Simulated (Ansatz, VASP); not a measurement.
Ti2SeS: VASP beside Ansatz

The input INCAR:

```
PREC     = Accurate       # precision mode
ENCUT    = 600            # plane-wave cutoff, eV
EDIFF    = 1E-7           # SCF threshold, eV
ISMEAR   = 0              # smearing method
SIGMA    = 0.1            # smearing width, eV
LREAL    = F              # projectors in reciprocal space
LASPH    = T              # aspherical terms in the spheres
NELM     = 100            # most SCF steps
ALGO     = Normal         # electronic algorithm
ISIF     = 3              # what is computed and relaxed
LWAVE    = F              # write WAVECAR
LCHARG   = F              # write CHGCAR
GGA      = PE             # functional
IBRION   = 2              # ionic algorithm
NSW      = 80             # ionic steps
EDIFFG   = -0.001         # ionic threshold
```

Contents of KPOINTS:

```
Automatic mesh
0
Gamma
  12 12 6
```

POSCAR

```
Ti2SeS
1.0
    3.3421751103      0.0000000000      0.0000000000
   -1.6710875552      2.8944085494      0.0000000000
    0.0000000000      0.0000000000      6.6269985836
Ti Se S
2 1 1
Direct
    0.0000000000      0.0000000000      0.2379978993
    0.0000000000      0.0000000000      0.7620021007
    0.3333333333      0.6666666667      0.5000000000
    0.3333333333      0.6666666667      0.0000000000
```

Input for Ansatz:

```yaml
crystal:
  lattice:
    - [3.3421751103, 0.0, 0.0]
    - [-1.6710875552, 2.8944085494, 0.0]
    - [0.0, 0.0, 6.6269985836]
  atoms:
    - { symbol: Ti, position: [0.0, 0.0, 0.2379978993] }
    - { symbol: Ti, position: [0.0, 0.0, 0.7620021007] }
    - { symbol: Se, position: [0.3333333333, 0.6666666667, 0.5] }
    - { symbol: S, position: [0.3333333333, 0.6666666667, 0.0] }
basis:
  ecutwfc: 420
kpoints:
  mp_grid: { grid: [12, 12, 6] }
hamiltonian:
  xc: pbe
scf:
  occupations: { method: gaussian, width: 0.1 }
output:
  forces: true
  stress: true
  eigenvalues: true
relax:
  adjacent_minimum: "off"
  f_tol: 0.001
  max_steps: 60
  cell: { stress_tol: 0.01 }
```

Alike in both runs: task relaxation of cell and atoms; functional PBE; k mesh 12 × 12 × 6; occupations gaussian, width 0.1 eV; no spin polarisation.

|  | VASP | Ansatz |
| --- | --- | --- |
| version | VASP 6.6.1 | Ansatz 0.2.0 |
| potentials or method | VASP PAW PBE potentials, release 64 (Ti_sv, Se, S), cutoff 600 eV | scalar-relativistic, plane waves, PAW |
| valence electrons in the cell | 36 | 46 |

|  | VASP | Ansatz | Ansatz less VASP |
| --- | --- | --- | --- |
| gap on the k mesh at the Fermi level, each at its own relaxed structure (eV) | none | none | - |
| relaxed volume (Å³/atom) | 16.04 | 16.02 | -0.018 |
| relaxed length of the cell vector where the two differ most in proportion (Å) | 6.630 | 6.627 | -0.0027 |

A gap of «none» marks a metal or a gap that the smearing closes. VASP's potentials hold 36 valence electrons a cell and Ansatz's 46, so a difference there can come from the potentials and not from the codes.
